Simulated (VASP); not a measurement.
Crystal: Co.

```
CELL_PARAMETERS angstrom
2.48837 0.00000 0.00000
-1.24419 2.15499 0.00000
0.00000 0.00000 4.04777
ATOMIC_POSITIONS crystal
Co 0.66667 0.33333 0.75000
Co 0.33333 0.66667 0.25000
```

Base run:

| Quantity | Value |
| --- | --- |
| Program | VASP 6.6.1 |
| Functional | BLYP |
| Dispersion | D4 |
| Potentials or basis | VASP PAW PBE potentials, release 64 (Co) |
| Cutoff | 520 eV |
| k mesh | 12 × 12 × 7 |
| Occupations | fermi-dirac, width 0.05 eV |
| Spin | collinear spin, ferromagnetic start |
| Starting moments | [2.0, 2.0] μB |

Its results: pressure -3.2 GPa; net moment 3.16 μB per cell; site moments Co +1.59 μB.

The run is repeated on the same cell with these changes: functional from BLYP to RPBE; further incar settings from ALGO = Normal; EDIFF = 1e-06; NBANDS = 20 to ALGO = Normal; EDIFF = 1e-07; NBANDS = 20. What comes out?

Pressure -6.2 GPa; net moment 3.26 μB per cell; site moments Co +1.66 μB.

Caveats: the cell stands under tension; the PAW data sets were made with another functional, which shifts forces and pressure a little.
